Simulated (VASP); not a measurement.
# B26AuN27 (a cell with a defect) in VASP: single point with PBE

Aim: the single point of B26AuN27 (a cell with a defect) with PBE.

All numbers are computed with VASP 6.6.1; they aren't measurements. Logs are shortened: lines on timing, memory, paths and dates and some standing lists are left out, and cuts for length are marked.

### 1 The cell of the first run

The cell holds a defect, 54 atoms: a = 7.669 Å, b = 7.669 Å, c = 7.669 Å, α = 60.00°, β = 60.00°, γ = 60.00°.

### 2 Single point, PBE

File INCAR:

```
  PREC = Accurate
  ENCUT = 520
  EDIFF = 1E-6
  ISMEAR = -1
  SIGMA = 0.01
  LREAL = Auto
  LASPH = T
  NELM = 100
  ALGO = Normal
  ISIF = 2
  LWAVE = F
  LCHARG = T
  GGA = PE
  LELF = T
  LVHAR = T
  NBANDS = 145
```

File KPOINTS:

```
regular mesh
0
Gamma
  3 3 3
```

File POSCAR:

```
B26AuN27
1.0
    0.0000000000      5.4225000000      5.4225000000
    5.4225000000      0.0000000000      5.4225000000
    5.4225000000      5.4225000000      0.0000000000
Au B N
1 26 27
Direct
    0.0000000000      0.0000000000      0.0000000000
    0.0014540926      0.0014540926      0.3370600038
    0.0014540926      0.0014540926      0.6600318109
    0.0014540926      0.3370600038      0.0014540926
   -0.0004919725      0.3334973242      0.3334973242
    0.0014540926      0.3370600038      0.6600318109
    0.0014540926      0.6600318109      0.0014540926
    0.0014540926      0.6600318109      0.3370600038
    0.0005224355      0.6664925215      0.6664925215
    0.3370600038      0.0014540926      0.0014540926
    0.3334973242     -0.0004919725      0.3334973242
    0.3370600038      0.0014540926      0.6600318109
    0.3334973242      0.3334973242     -0.0004919725
    0.3334973242      0.3334973242      0.3334973242
    0.3334814318      0.3334814318      0.6665185682
    0.3370600038      0.6600318109      0.0014540926
    0.3334814318      0.6665185682      0.3334814318
    0.3334814318      0.6665185682      0.6665185682
    0.6600318109      0.0014540926      0.0014540926
    0.6600318109      0.0014540926      0.3370600038
    0.6664925215      0.0005224355      0.6664925215
    0.6600318109      0.3370600038      0.0014540926
    0.6665185682      0.3334814318      0.3334814318
    0.6665185682      0.3334814318      0.6665185682
    0.6664925215      0.6664925215      0.0005224355
    0.6665185682      0.6665185682      0.3334814318
    0.6664925215      0.6664925215      0.6664925215
    0.1022416184      0.1022416184      0.1022416184
    0.0830305309      0.0830305309      0.4169694691
    0.1022416184      0.1022416184      0.6932751447
    0.0830305309      0.4169694691      0.0830305309
    0.0830305309      0.4169694691      0.4169694691
    0.0842249140      0.4162557160      0.7497596850
    0.1022416184      0.6932751447      0.1022416184
    0.0842249140      0.7497596850      0.4162557160
    0.0842249140      0.7497596850      0.7497596850
    0.4169694691      0.0830305309      0.0830305309
    0.4169694691      0.0830305309      0.4169694691
    0.4162557160      0.0842249140      0.7497596850
    0.4169694691      0.4169694691      0.0830305309
    0.4166776993      0.4166776993      0.4166776993
    0.4166776993      0.4166776993      0.7499669021
    0.4162557160      0.7497596850      0.0842249140
    0.4166776993      0.7499669021      0.4166776993
    0.4162557160      0.7497596850      0.7497596850
    0.6932751447      0.1022416184      0.1022416184
    0.7497596850      0.0842249140      0.4162557160
    0.7497596850      0.0842249140      0.7497596850
    0.7497596850      0.4162557160      0.0842249140
    0.7499669021      0.4166776993      0.4166776993
    0.7497596850      0.4162557160      0.7497596850
    0.7497596850      0.7497596850      0.0842249140
    0.7497596850      0.7497596850      0.4162557160
    0.7500000000      0.7500000000      0.7500000000
```

Potentials or basis: VASP PAW PBE potentials, release 64 (Au, B, N).

Started as:

```sh
cat potpaw_PBE.64/Au/POTCAR potpaw_PBE.64/B/POTCAR potpaw_PBE.64/N/POTCAR > POTCAR
mpirun -np 1 vasp_std > vasp.out
```

OUTCAR:

```text
PREC = Accurate
   ENCUT = 520
   EDIFF = 1E-6
   ISMEAR = -1
   LREAL = Auto
   LASPH = T
   NELM = 100
   ISIF = 2
   GGA = PE

 ion  position               nearest neighbor table
   1  0.000  0.000  0.000-  28 1.92  30 1.92  34 1.92  46 1.92   4 2.60  10 2.60   2 2.60  20 2.60
                            22 2.60   8 2.60   6 2.60  12 2.60  16 2.60   3 2.60   7 2.60  19 2.60
   2  0.001  0.001  0.337-  28 1.50  29 1.52  35 1.58  47 1.58   1 2.60
   3  0.001  0.001  0.660-  30 1.50  29 1.52  36 1.58  48 1.58   1 2.60
   4  0.001  0.337  0.001-  28 1.50  31 1.52  33 1.58  49 1.58   1 2.60
   5  1.000  0.333  0.333-  50 1.56  32 1.57  29 1.57  31 1.57
   6  0.001  0.337  0.660-  30 1.50  32 1.52  51 1.58  33 1.58   1 2.60
   7  0.001  0.660  0.001-  34 1.50  31 1.52  36 1.58  52 1.58   1 2.60
   8  0.001  0.660  0.337-  34 1.50  32 1.52  53 1.58  35 1.58   1 2.60
   9  0.001  0.666  0.666-  33 1.57  35 1.57  36 1.57  54 1.57
  10  0.337  0.001  0.001-  28 1.50  37 1.52  39 1.58  43 1.58   1 2.60
  11  0.333  1.000  0.333-  44 1.56  38 1.57  29 1.57  37 1.57
  12  0.337  0.001  0.660-  30 1.50  38 1.52  45 1.58  39 1.58   1 2.60
  13  0.333  0.333  1.000-  42 1.56  40 1.57  31 1.57  37 1.57
  14  0.333  0.333  0.333-  41 1.56  38 1.57  40 1.57  32 1.57
  15  0.333  0.333  0.667-  33 1.56  39 1.56  41 1.56  42 1.56
  16  0.337  0.660  0.001-  34 1.50  40 1.52  45 1.58  43 1.58   1 2.60
  17  0.333  0.667  0.333-  35 1.56  43 1.56  41 1.56  44 1.56
  18  0.333  0.667  0.667-  36 1.56  45 1.56  44 1.56  42 1.56
  19  0.660  0.001  0.001-  46 1.50  37 1.52  48 1.58  52 1.58   1 2.60
  20  0.660  0.001  0.337-  46 1.50  38 1.52  53 1.58  47 1.58   1 2.60
  21  0.666  0.001  0.666-  39 1.57  47 1.57  48 1.57  54 1.57
  22  0.660  0.337  0.001-  46 1.50  40 1.52  51 1.58  49 1.58   1 2.60
  23  0.667  0.333  0.333-  47 1.56  49 1.56  41 1.56  50 1.56
[... 29 lines left out ...]
  53  0.750  0.750  0.416-  26 1.56  27 1.57   8 1.58  20 1.58
  54  0.750  0.750  0.750-   9 1.57  21 1.57  25 1.57  27 1.57

  LATTYP: Found a face centered cubic cell.
 ALAT       =    10.8450000000

  Lattice vectors:

 A1 = (   0.0000000000,   5.4225000000,   5.4225000000)
 A2 = (   5.4225000000,   0.0000000000,   5.4225000000)
 A3 = (   5.4225000000,   5.4225000000,   0.0000000000)

Analysis of symmetry for initial positions (statically):
=====================================================================
 Subroutine PRICEL returns:
 Original cell was already a primitive cell.

 Routine SETGRP: Setting up the symmetry group for a
 face centered cubic supercell.

 Subroutine GETGRP returns: Found 24 space group operations
 (whereof 24 operations were pure point group operations)
 out of a pool of 48 trial point group operations.

The static configuration has the point symmetry T_d .

Analysis of symmetry for dynamics (positions and initial velocities):
=====================================================================
 Subroutine PRICEL returns:
 Original cell was already a primitive cell.

 Routine SETGRP: Setting up the symmetry group for a
 face centered cubic supercell.

 Subroutine GETGRP returns: Found 24 space group operations
 (whereof 24 operations were pure point group operations)
 out of a pool of 48 trial point group operations.

The dynamic configuration has the point symmetry T_d .

 Subroutine INISYM returns: Found 24 space group operations
 (whereof 24 operations are pure point group operations),
 and found     1 'primitive' translations

----------------------------------------------------------------------------------------

                                     Primitive cell

  volume of cell :     318.8810

  direct lattice vectors                    reciprocal lattice vectors
     0.000000000  5.422500000  5.422500000    -0.092208391  0.092208391  0.092208391
     5.422500000  0.000000000  5.422500000     0.092208391 -0.092208391  0.092208391
     5.422500000  5.422500000  0.000000000     0.092208391  0.092208391 -0.092208391

  length of vectors
     7.668573042  7.668573042  7.668573042     0.159709618  0.159709618  0.159709618

  position of ions in fractional coordinates (direct lattice)
     0.000000000  0.000000000  0.000000000
     0.001454093  0.001454093  0.337060004
     0.001454093  0.001454093  0.660031811
     0.001454093  0.337060004  0.001454093
     0.999508027  0.333497324  0.333497324
     0.001454093  0.337060004  0.660031811
[... 46 lines left out ...]
     0.749759685  0.749759685  0.416255716
     0.750000000  0.750000000  0.750000000

  ion indices of the primitive-cell ions
   primitive index   ion index
                 1           1
                 2           2
                 3           3
                 4           4
                 5           5
                 6           6
[... 46 lines left out ...]
                53          53
                54          54

----------------------------------------------------------------------------------------

 KPOINTS: regular mesh

Automatic generation of k-mesh.
 Grid dimensions read from file:
 generate k-points for:    3    3    3

 Generating k-lattice:

  Cartesian coordinates                     Fractional coordinates (reciprocal lattice)
    -0.030736130  0.030736130  0.030736130     0.333333333  0.000000000  0.000000000
     0.030736130 -0.030736130  0.030736130     0.000000000  0.333333333  0.000000000
     0.030736130  0.030736130 -0.030736130     0.000000000  0.000000000  0.333333333

  Length of vectors
     0.053236539  0.053236539  0.053236539

  Shift w.r.t. Gamma in fractional coordinates (k-lattice)
     0.000000000  0.000000000  0.000000000

 Subroutine IBZKPT returns following result:
 ===========================================

 Found      4 irreducible k-points:

 Following reciprocal coordinates:
            Coordinates               Weight
  0.000000  0.000000  0.000000      1.000000
  0.333333  0.000000  0.000000      8.000000
  0.333333  0.333333  0.000000      6.000000
 -0.333333  0.333333  0.000000     12.000000
   k-points           NKPTS =      4   k-points in BZ     NKDIM =      4   number of bands    NBANDS=    145
   number of dos      NEDOS =    301   number of ions     NIONS =     54
   total plane-waves  NPLWV = 216000
   dimension x,y,z NGX =    60 NGY =   60 NGZ =   60
   dimension x,y,z NGXF=   120 NGYF=  120 NGZF=  120
   ions per type =               1  26  27
   NGX,Y,Z   is equivalent  to a cutoff of  13.01, 13.01, 13.01 a.u.
   NGXF,Y,Z  is equivalent  to a cutoff of  26.01, 26.01, 26.01 a.u.
 SYSTEM =  unknown system
   PREC   = accura    normal or accurate (medium, high low for compatibility)
   ISTART =      0    job   : 0-new  1-cont  2-samecut
   ICHARG =      2    charge: 1-file 2-atom 10-const
   ISPIN  =      1    spin polarized calculation?
   LNONCOLLINEAR =      F non collinear calculations
   LSORBIT =      F    spin-orbit coupling
   LASPH  =      T    aspherical Exc in radial PAW
   ENCUT  =  520.0 eV  38.22 Ry    6.18 a.u.  14.26 14.26 14.26*2*pi/ulx,y,z
   NELM   =    100;   NELMIN=  2; NELMDL= -5     # of ELM steps
   EDIFF  = 0.1E-05   stopping-criterion for ELM
   LREAL  =      T    real-space projection
   EDIFFG = 0.1E-04   stopping-criterion for IOM
   NSW    =      0    number of steps for IOM
   IBRION =     -1    ionic relax: 0-MD 1-quasi-New 2-CG
   NFREE  =      0    steps in history (QN), initial steepest desc. (CG)
   ISIF   =      2    stress and relaxation
   ISYM   =      2    0-nonsym 1-usesym 2-fastsym
   POTIM  = 0.5000    time-step for ionic-motion
   TEBEG  =    0.0;   TEEND  =   0.0 temperature during run
   PSTRESS=    0.0 pullay stress
   NELECT =     224.0000    total number of electrons
   NUPDOWN=      -1.0000    fix difference up-down
   EMIN   =  10.00;   EMAX   =-10.00  energy-range for DOS
   EFERMI =   0.00;   METHOD = LEGACY
   ISMEAR =    -1;   SIGMA  =   0.01  broadening in eV -4-tet -1-fermi 0-gaus
   EFERMI_NEDOS =   21; number of points for ismear=-14 and -15
   IALGO  =     38    algorithm
   IMIX   =      4    mixing-type and parameters
     AMIX     =   0.40;   BMIX     =  1.00
     AMIX_MAG =   1.60;   BMIX_MAG =  1.00
  volume/ion in A,a.u.               =       5.91        39.85
  Fermi-wavevector in a.u.,A,eV,Ry     =   1.455285  2.750089 28.815144  2.117853
  Thomas-Fermi vector in A             =   2.572337
   LORBIT       =      0    0 simple, 1 ext, 2 COOP (PROOUT), +10 PAW based schemes
   GGA     = PE    functional components
   LHFCALC =     F    Hartree Fock is set to
   AEXX    =    0.0000 exact exchange contribution
   IVDW    =     0    specifies the selected vdW correction
   LEPSILON=     F    determine dielectric tensor
   LRPA    =     F    only Hartree local field effects (RPA)
 non-spin polarized calculation
  energy-cutoff  :      520.00
  volume of cell :      318.88
 maximum number of plane-waves:      8616
 NGX is ok and might be reduce to    60
   NGX = 29   NGY = 29   NGZ = 29

 number of electron     223.9999980 magnetization

 Free energy of the ion-electron system (eV)
  ---------------------------------------------------
  ext. energy  EPLUGINS =         0.00000000
  ---------------------------------------------------
  free energy    TOTEN  =      -452.23593800 eV

  energy without entropy =     -452.22738200  energy(sigma->0) =     -452.23166000

 E-fermi :   9.6590     XC(G=0): -13.0078

 val. band max:        9.6349034870   @ k =   0.3333   0.3333   0.0000
 cond. band min:       9.6624665778   @ k =  -0.3333   0.3333   0.0000
 fundamental gap:      0.0275630909
 Fermi energy:         9.6590496106

 k-point     1 :       0.0000    0.0000    0.0000
  band No.  band energies     occupation
      1     -12.5294      2.00000
      2     -10.2854      2.00000
      3     -10.2854      2.00000
      4     -10.2854      2.00000
      5     -10.1163      2.00000
      6      -9.8242      2.00000
[... 497 lines left out ...]
    123      16.1637      0.00000
    124      16.2967      0.00000
 [bands above 124 left out]

------------------------ aborting loop because EDIFF is reached ----------------------------------------

  FORCE on cell =-STRESS in cart. coord.  units (eV):
  Direction    XX          YY          ZZ          XY          YZ          ZX
  --------------------------------------------------------------------------------------
  -------------------------------------------------------------------------------------
  Total       46.3326540     46.3326540     46.3326540      0.0000000      0.0000000      0.0000000
  in kB      232.7925529    232.7925529    232.7925529      0.0000000      0.0000000      0.0000000
  external PRESSURE =     232.7925529 kB  Pullay stress =       0.0000000 kB

 VOLUME and BASIS-vectors are now :
 -----------------------------------------------------------------------------
  energy-cutoff  :      520.00
  volume of cell :      318.88
      direct lattice vectors                 reciprocal lattice vectors
     0.000000000  5.422500000  5.422500000    -0.092208391  0.092208391  0.092208391
     5.422500000  0.000000000  5.422500000     0.092208391 -0.092208391  0.092208391
     5.422500000  5.422500000  0.000000000     0.092208391  0.092208391 -0.092208391

 POSITION                                       TOTAL-FORCE (eV/Angst)
 -----------------------------------------------------------------------------------
      0.00000      0.00000      0.00000        -0.000000     -0.000000     -0.000000
      1.83559      1.83559      0.01577        -0.007341     -0.007341     -0.015868
      3.58691      3.58691      0.01577         0.007341      0.007341     -0.015868
      1.83559      0.01577      1.83559        -0.007341     -0.015868     -0.007341
      3.61678      7.22822      7.22822         0.000317     -0.000317     -0.000317
      5.40673      3.58691      1.83559         0.015868      0.007341     -0.007341
[... 46 lines left out ...]
      6.32272      6.32272      8.13114         0.000287      0.000287      0.005954
      8.13375      8.13375      8.13375        -0.000000     -0.000000     -0.000000
 -----------------------------------------------------------------------------------
    total drift:                                0.000001      0.000001      0.000002

  FREE ENERGIE OF THE ION-ELECTRON SYSTEM (eV)
  ---------------------------------------------------
  free  energy   TOTEN  =      -452.2359379972 eV

  energy  without entropy=     -452.2273819966  energy(sigma->0) =     -452.23166000
```

Run time: 4.5 min. Hardware: 1 thread of Intel Xeon 6975P-C (Granite Rapids), shared host; peak memory 0.56 GiB.

What came out:

| Item | Value |
| --- | --- |
| Free energy | -452.2359 eV |
| Pressure | 23.3 GPa |
| Largest force | 0.026 eV/Å |
| Band gap on the k mesh | zero (bands 112 and 113 overlap by 0.30 eV) |

Forces on the atoms (eV/Å):
```
Au   0.000  0.000  0.000
B   -0.007 -0.007 -0.016
B    0.007  0.007 -0.016
B   -0.007 -0.016 -0.007
B    0.000  0.000  0.000
B    0.016  0.007 -0.007
B    0.007 -0.016  0.007
B    0.016 -0.007  0.007
B    0.000  0.000  0.000
B   -0.016 -0.007 -0.007
B    0.000  0.000  0.000
B    0.007  0.016 -0.007
B    0.000  0.000  0.000
B    0.000  0.000  0.000
B    0.000  0.000  0.004
B    0.007 -0.007  0.016
B    0.000  0.004  0.000
B   -0.004  0.000  0.000
B   -0.016  0.007  0.007
B   -0.007  0.016  0.007
B    0.000  0.000  0.000
B   -0.007  0.007  0.016
B    0.004  0.000  0.000
B    0.000 -0.004  0.000
B    0.000  0.000  0.000
B    0.000  0.000 -0.004
B    0.000  0.000  0.000
N    0.015  0.015  0.015
N    0.000  0.000  0.003
N   -0.015 -0.015  0.015
N    0.000  0.003  0.000
N   -0.003  0.000  0.000
N    0.000  0.000 -0.006
N   -0.015  0.015 -0.015
N    0.000 -0.006  0.000
N    0.006  0.000  0.000
N    0.003  0.000  0.000
N    0.000 -0.003  0.000
N    0.000  0.000 -0.006
N    0.000  0.000 -0.003
N    0.000  0.000  0.000
N    0.000  0.000  0.000
N    0.000 -0.006  0.000
N    0.000  0.000  0.000
N    0.006  0.000  0.000
N    0.015 -0.015 -0.015
N   -0.006  0.000  0.000
N    0.000  0.006  0.000
N   -0.006  0.000  0.000
N    0.000  0.000  0.000
N    0.000  0.006  0.000
N    0.000  0.000  0.006
N    0.000  0.000  0.006
N    0.000  0.000  0.000
```

Levels at points of the mesh, in eV from the Fermi level:
```csv
k point,band 108,band 109,band 110,band 111,band 112,band 113,band 114,band 115
"(0.00, 0.00, 0.00)",-2.08,-2.08,-2.08,0.27,0.27,0.27,3.53,3.65
```

Caveat: spin-orbit coupling is left out, which moves the levels of the heavy elements.
